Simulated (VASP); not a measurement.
# ZrPt3 (Pm-3m) in VASP: electric field gradients with LDA

Aim: the electric field gradients of ZrPt3 with LDA.

All numbers are computed with VASP 6.6.1; they aren't measurements. Logs are shortened: lines on timing, memory, paths and dates and some standing lists are left out, and cuts for length are marked.

## (1) The cell of the first run

The structure is cubic, space group Pm-3m (No. 221). Conventional cell: a = 3.972 Å, b = 3.972 Å, c = 3.972 Å, α = 90.00°, β = 90.00°, γ = 90.00°. Within 3.7 Å of Zr (site symmetry m-3m) lie 12 Pt at 2.81 Å. Within 3.7 Å of Pt (site symmetry 4/mmm) lie 4 Zr at 2.81 Å and 8 Pt at 2.81 Å.

## (2) Electric field gradients, LDA

INCAR reads:

```
PREC = Accurate ; ENCUT = 520
EDIFF = 1E-8 ; ISMEAR = -1
SIGMA = 0.15 ; LREAL = F
LASPH = T ; NELM = 100
ALGO = Normal ; ISIF = 2
LWAVE = F ; LCHARG = F
LEFG = T ; NBANDS = 29
```

KPOINTS reads:

```
Automatic mesh
0
Gamma
  10 10 10
```

POSCAR reads:

```
ZrPt3
1.0
    3.9716773852      0.0000000000      0.0000000000
    0.0000000000      3.9716773852      0.0000000000
    0.0000000000      0.0000000000      3.9716773852
Zr Pt
1 3
Direct
    0.0000000000      0.0000000000      0.0000000000
    0.0000000000      0.5000000000      0.5000000000
    0.5000000000      0.0000000000      0.5000000000
    0.5000000000      0.5000000000      0.0000000000
```

Potentials or basis: VASP PAW LDA potentials, release 64 (Zr_sv, Pt).

Launch:

```bash
$ cat potpaw_LDA.64/Zr_sv/POTCAR potpaw_LDA.64/Pt/POTCAR > POTCAR
$ mpirun -np 1 vasp_std > vasp.out
```

OUTCAR:

```text
PREC = Accurate
   ENCUT = 520
   EDIFF = 1E-8
   ISMEAR = -1
   LREAL = F
   LASPH = T
   NELM = 100
   ISIF = 2

 ion  position               nearest neighbor table
   1  0.000  0.000  0.000-   2 2.81   3 2.81   4 2.81   2 2.81   3 2.81   2 2.81   4 2.81   2 2.81
                             3 2.81   4 2.81   3 2.81   4 2.81
   2  0.000  0.500  0.500-   1 2.81   3 2.81   4 2.81   1 2.81   4 2.81   1 2.81   3 2.81   1 2.81
                             3 2.81   4 2.81   4 2.81   3 2.81
   3  0.500  0.000  0.500-   1 2.81   2 2.81   4 2.81   1 2.81   4 2.81   2 2.81   4 2.81   4 2.81
                             1 2.81   2 2.81   1 2.81   2 2.81
   4  0.500  0.500  0.000-   1 2.81   2 2.81   3 2.81   2 2.81   3 2.81   1 2.81   3 2.81   3 2.81
                             1 2.81   2 2.81   2 2.81   1 2.81

  LATTYP: Found a simple cubic cell.
 ALAT       =     3.9716773852

  Lattice vectors:

 A1 = (   3.9716773852,   0.0000000000,   0.0000000000)
 A2 = (   0.0000000000,   3.9716773852,   0.0000000000)
 A3 = (   0.0000000000,   0.0000000000,   3.9716773852)

Analysis of symmetry for initial positions (statically):
=====================================================================
 Subroutine PRICEL returns:
 Original cell was already a primitive cell.

 Routine SETGRP: Setting up the symmetry group for a
 simple cubic supercell.

 Subroutine GETGRP returns: Found 48 space group operations
 (whereof 48 operations were pure point group operations)
 out of a pool of 48 trial point group operations.

The static configuration has the point symmetry O_h .

Analysis of symmetry for dynamics (positions and initial velocities):
=====================================================================
 Subroutine PRICEL returns:
 Original cell was already a primitive cell.

 Routine SETGRP: Setting up the symmetry group for a
 simple cubic supercell.

 Subroutine GETGRP returns: Found 48 space group operations
 (whereof 48 operations were pure point group operations)
 out of a pool of 48 trial point group operations.

The dynamic configuration has the point symmetry O_h .

 Subroutine INISYM returns: Found 48 space group operations
 (whereof 48 operations are pure point group operations),
 and found     1 'primitive' translations

----------------------------------------------------------------------------------------

                                     Primitive cell

  volume of cell :      62.6501

  direct lattice vectors                    reciprocal lattice vectors
     3.971677385  0.000000000  0.000000000     0.251782787  0.000000000  0.000000000
     0.000000000  3.971677385  0.000000000     0.000000000  0.251782787  0.000000000
     0.000000000  0.000000000  3.971677385     0.000000000  0.000000000  0.251782787

  length of vectors
     3.971677385  3.971677385  3.971677385     0.251782787  0.251782787  0.251782787

  position of ions in fractional coordinates (direct lattice)
     0.000000000  0.000000000  0.000000000
     0.000000000  0.500000000  0.500000000
     0.500000000  0.000000000  0.500000000
     0.500000000  0.500000000  0.000000000

  ion indices of the primitive-cell ions
   primitive index   ion index
                 1           1
                 2           2
                 3           3
                 4           4

----------------------------------------------------------------------------------------

 KPOINTS: Automatic mesh

Automatic generation of k-mesh.
 Grid dimensions read from file:
 generate k-points for:   10   10   10

 Generating k-lattice:

  Cartesian coordinates                     Fractional coordinates (reciprocal lattice)
[... 44 lines left out ...]
   total plane-waves  NPLWV =  27000
   dimension x,y,z NGX =    30 NGY =   30 NGZ =   30
   dimension x,y,z NGXF=    60 NGYF=   60 NGZF=   60
   ions per type =               1   3
   NGX,Y,Z   is equivalent  to a cutoff of  12.56, 12.56, 12.56 a.u.
   NGXF,Y,Z  is equivalent  to a cutoff of  25.11, 25.11, 25.11 a.u.
 SYSTEM =  unknown system
   PREC   = accura    normal or accurate (medium, high low for compatibility)
   ISTART =      0    job   : 0-new  1-cont  2-samecut
   ICHARG =      2    charge: 1-file 2-atom 10-const
   ISPIN  =      1    spin polarized calculation?
   LNONCOLLINEAR =      F non collinear calculations
   LSORBIT =      F    spin-orbit coupling
   LASPH  =      T    aspherical Exc in radial PAW
   ENCUT  =  520.0 eV  38.22 Ry    6.18 a.u.   7.38  7.38  7.38*2*pi/ulx,y,z
   NELM   =    100;   NELMIN=  2; NELMDL= -5     # of ELM steps
   EDIFF  = 0.1E-07   stopping-criterion for ELM
   LREAL  =      F    real-space projection
   EDIFFG = 0.1E-06   stopping-criterion for IOM
   NSW    =      0    number of steps for IOM
   IBRION =     -1    ionic relax: 0-MD 1-quasi-New 2-CG
   NFREE  =      0    steps in history (QN), initial steepest desc. (CG)
   ISIF   =      2    stress and relaxation
   ISYM   =      2    0-nonsym 1-usesym 2-fastsym
   POTIM  = 0.5000    time-step for ionic-motion
   TEBEG  =    0.0;   TEEND  =   0.0 temperature during run
   PSTRESS=    0.0 pullay stress
   NELECT =      42.0000    total number of electrons
   NUPDOWN=      -1.0000    fix difference up-down
   EMIN   =  10.00;   EMAX   =-10.00  energy-range for DOS
   EFERMI =   0.00;   METHOD = LEGACY
   ISMEAR =    -1;   SIGMA  =   0.15  broadening in eV -4-tet -1-fermi 0-gaus
   EFERMI_NEDOS =   21; number of points for ismear=-14 and -15
   IALGO  =     38    algorithm
   IMIX   =      4    mixing-type and parameters
     AMIX     =   0.40;   BMIX     =  1.00
     AMIX_MAG =   1.60;   BMIX_MAG =  1.00
  volume/ion in A,a.u.               =      15.66       105.70
  Fermi-wavevector in a.u.,A,eV,Ry     =   1.432795  2.707589 27.931409  2.052901
  Thomas-Fermi vector in A             =   2.552383
   LORBIT       =      0    0 simple, 1 ext, 2 COOP (PROOUT), +10 PAW based schemes
   GGA     = CA    functional components
   LHFCALC =     F    Hartree Fock is set to
   AEXX    =    0.0000 exact exchange contribution
   IVDW    =     0    specifies the selected vdW correction
   LEPSILON=     F    determine dielectric tensor
   LRPA    =     F    only Hartree local field effects (RPA)
 non-spin polarized calculation
  energy-cutoff  :      520.00
  volume of cell :       62.65
 maximum number of plane-waves:      1743
 NGX is ok and might be reduce to    30
   NGX = 15   NGY = 15   NGZ = 15

 number of electron      42.0000007 magnetization

 Free energy of the ion-electron system (eV)
  ---------------------------------------------------
  ext. energy  EPLUGINS =         0.00000000
  ---------------------------------------------------
  free energy    TOTEN  =       -36.11624091 eV

  energy without entropy =      -36.06899656  energy(sigma->0) =      -36.09261873

 E-fermi :  12.3305     XC(G=0): -13.4135

 val. band max:       12.0843930705   @ k =   0.5000   0.5000   0.5000
 cond. band min:      12.4024840520   @ k =   0.5000   0.0000   0.0000
 fundamental gap:      0.3180909815
 Fermi energy:        12.3304792875

 k-point     1 :       0.0000    0.0000    0.0000
  band No.  band energies     occupation
      1     -37.1755      2.00000
      2     -15.3788      2.00000
      3     -15.3788      2.00000
      4     -15.3788      2.00000
      5       2.2224      2.00000
      6       4.8238      2.00000
[... 757 lines left out ...]
     28      18.3531      0.00000
     29      18.9527      0.00000

 [... further k-points ...]

------------------------ aborting loop because EDIFF is reached ----------------------------------------

  FORCE on cell =-STRESS in cart. coord.  units (eV):
  Direction    XX          YY          ZZ          XY          YZ          ZX
  --------------------------------------------------------------------------------------
  -------------------------------------------------------------------------------------
  Total        0.2921030      0.2921030      0.2921030      0.0000000      0.0000000     -0.0000000
  in kB        7.4700702      7.4700702      7.4700702      0.0000000      0.0000000     -0.0000000
  external PRESSURE =       7.4700702 kB  Pullay stress =       0.0000000 kB

 VOLUME and BASIS-vectors are now :
 -----------------------------------------------------------------------------
  energy-cutoff  :      520.00
  volume of cell :       62.65
      direct lattice vectors                 reciprocal lattice vectors
     3.971677385  0.000000000  0.000000000     0.251782787  0.000000000  0.000000000
     0.000000000  3.971677385  0.000000000     0.000000000  0.251782787  0.000000000
     0.000000000  0.000000000  3.971677385     0.000000000  0.000000000  0.251782787

 POSITION                                       TOTAL-FORCE (eV/Angst)
 -----------------------------------------------------------------------------------
      0.00000      0.00000      0.00000         0.000000      0.000000      0.000000
      0.00000      1.98584      1.98584         0.000000      0.000000      0.000000
      1.98584      0.00000      1.98584         0.000000      0.000000      0.000000
      1.98584      1.98584      0.00000         0.000000      0.000000      0.000000
 -----------------------------------------------------------------------------------
    total drift:                                0.000000      0.000000     -0.000000

  FREE ENERGIE OF THE ION-ELECTRON SYSTEM (eV)
  ---------------------------------------------------
  free  energy   TOTEN  =       -36.1162409113 eV

  energy  without entropy=      -36.0689965578  energy(sigma->0) =      -36.09261873

 Electric field gradients (V/A^2)
---------------------------------------------------------------------
 ion       V_xx      V_yy      V_zz      V_xy      V_xz      V_yz
---------------------------------------------------------------------
   1      -0.000    -0.000     0.000     0.000     0.000    -0.000
   2     -52.861    26.431    26.431    -0.000     0.000    -0.000
   3      26.431   -52.861    26.431     0.000    -0.000     0.000
   4      26.431    26.431   -52.861     0.000    -0.000     0.000
---------------------------------------------------------------------

 Electric field gradients after diagonalization (V/A^2)
 (convention: |V_zz| > |V_xx| > |V_yy|)
----------------------------------------------------------------------
 ion       V_xx      V_yy      V_zz     asymmetry (V_yy - V_xx)/ V_zz
----------------------------------------------------------------------
   1      -0.000    -0.000     0.000       0.151
   2      26.431    26.431   -52.861       0.000
   3      26.431    26.431   -52.861       0.000
   4      26.431    26.431   -52.861       0.000
----------------------------------------------------------------------

           NMR quadrupolar parameters

 Cq : quadrupolar parameter    Cq=e*Q*V_zz/h
 eta: asymmetry parameters     (V_yy - V_xx)/ V_zz
 Q  : nuclear electric quadrupole moment in mb (millibarn)
----------------------------------------------------------------------
 ion       Cq(MHz)       eta       Q (mb)
----------------------------------------------------------------------
   1       0.000       0.151       1.000
   2      -0.128       0.000       1.000
   3      -0.128       0.000       1.000
   4      -0.128       0.000       1.000
----------------------------------------------------------------------
```

It took 2 min on 1 thread of Intel Xeon 8259CL, shared host; peak memory 0.22 GiB.

What came out:

| Property | Result |
| --- | --- |
| Free energy | -36.1162 eV |
| Pressure | 0.7 GPa |
| Band gap on the k mesh | zero (bands 21 and 22 overlap by 1.90 eV) |
| Largest electric field gradient by atom | Zr -0.0; Pt -52.9 V/Å² |

Levels at points of the mesh, in eV from the Fermi level:
```
           k point  band 19  band 20  band 21  band 22  band 23  band 24
(0.00, 0.00, 0.00)    -0.41    -0.41     1.65     1.65     1.65     2.31
(0.50, 0.00, 0.00)    -2.97    -1.74    -0.40     0.07     0.07     1.40
(0.50, 0.50, 0.00)    -2.98    -2.79    -2.54     0.83     0.83     1.07
(0.50, 0.50, 0.50)    -0.89    -0.89    -0.25    -0.25    -0.25     1.55
```

Electric field gradients, principal values (V/Å²):
```csv
atom,least,middle,greatest (by size)
1 Zr,0.000,0.000,0.000
2 Pt,26.431,26.431,-52.861
3 Pt,26.431,26.431,-52.861
4 Pt,26.431,26.431,-52.861
```

Caveat: without QUAD_EFG the Cq values of the log hold for a quadrupole moment of 1 mb, not for the nuclei; spin-orbit coupling is left out, which moves the levels of the heavy elements.

The gap in the log of VASP goes by the Fermi energy; the results here count the filled bands.